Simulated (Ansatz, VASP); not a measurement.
**Two plane-wave programs on Si**

```
Si
1.0
     1.78558    1.03090    1.45913
    -1.78558    1.03090    1.45913
     0.00000   -2.06180    1.45913
Si
1
Direct
  0.50000 0.50000 0.50000
```

Alike in both runs: functional r2SCAN; k mesh 21 × 21 × 21; occupations gaussian, width 0.1 eV; no spin polarisation.

Ansatz relaxed the structure, and its values are those at the end. VASP's run is a single point on that final structure, the one shown.

|  | VASP | Ansatz |
| --- | --- | --- |
| version | VASP 6.6.1 | Ansatz 0.2.0 |
| potentials or method | VASP PAW PBE potentials, release 64 (Si), cutoff 520 eV | scalar-relativistic, plane waves, PAW |
| valence electrons in the cell | 4 | 4 |

|  | VASP | Ansatz | Ansatz less VASP |
| --- | --- | --- | --- |
| gap on the k mesh at the Fermi level (eV) | none | none | - |
| pressure (GPa) | -0.1 | 0.0 | +0.12 |

VASP's potentials were made for PBE, not for r2SCAN. A gap of «none» marks a metal or a gap that the smearing closes. With one functional, cell and mesh, what is left measures potentials, basis and numerics.
